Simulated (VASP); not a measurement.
Set up this calculation in VASP 6.6.1, as the native input.

- Task: single point
- Functional: r2SCAN
- Potentials or basis: VASP PAW PBE potentials, release 64 (Sn_d)
- Cutoff: 520 eV
- k mesh: 11 × 11 × 8
- Occupations: gaussian, width 0.2 eV
- Spin: no spin polarisation
- Dipole correction: no
- Further INCAR settings: ALGO = Normal; EDIFF = 1e-06; NBANDS = 21

Sn:

```
Sn
1.0
    -2.94828    2.95040    1.58882
     2.95040   -2.94828    1.58882
     2.94605    2.94605   -1.58493
Sn
2
Cartesian
  2.9503 -2.9481 1.5888
  -0.0004 2.9486 0.7964
```

One way to write it, as run:

POSCAR

```
Sn
1.0
   -2.9482820713      2.9504023647      1.5888172584
    2.9504023647     -2.9482820713      1.5888172584
    2.9460530987      2.9460530987     -1.5849306448
Sn
2
Direct
    0.0000251473      0.9999748527      0.0000000000
    0.7499748527      0.2500251473      0.5000000000
```

INCAR.step1

```
SYSTEM = Sn
PREC = Accurate
ENCUT = 520
ISMEAR = 0
SIGMA = 0.2
LREAL = .False.
LASPH = .True.
NELM = 60
NBANDS = 21
GGA = PE
ALGO = Normal
EDIFF = 1E-4
LWAVE = .True.
LCHARG = .False.
```

INCAR.step2

```
SYSTEM = Sn
PREC = Accurate
ENCUT = 520
EDIFF = 1E-6
ISMEAR = 0
SIGMA = 0.2
LREAL = .False.
LASPH = .True.
NELM = 60
ALGO = Normal
ISIF = 2
LWAVE = .False.
LCHARG = .True.
METAGGA = R2SCAN
LMIXTAU = .True.
LELF = .True.
LVHAR = .True.
NBANDS = 21
ISTART = 1
```

KPOINTS

```
Automatic mesh
0
Gamma
  11 11 8
  0 0 0
```

Potentials or basis: VASP PAW PBE potentials, release 64 (Sn_d).

Run with:

```bash
$ cat potpaw_PBE.64/Sn_d/POTCAR > POTCAR
$ cp INCAR.step1 INCAR
$ mpirun -np 1 vasp_std > vasp.out
$ cp INCAR.step2 INCAR
$ mpirun -np 1 vasp_std > vasp.out
```

It gave:

The pressure is 0.0 GPa and the band gap on the k mesh is zero (bands 14 and 15 overlap by 3.86 eV).

Caveat: the PAW data sets were made with another functional, which shifts forces and pressure a little; spin-orbit coupling is left out, which moves the levels of the heavy elements.

Wall time 19 min on 1 thread of Intel(R) Xeon(R) Platinum 8375C CPU @ 2.90GHz (Ice Lake), with other jobs on the host, peak memory 0.39 GiB.
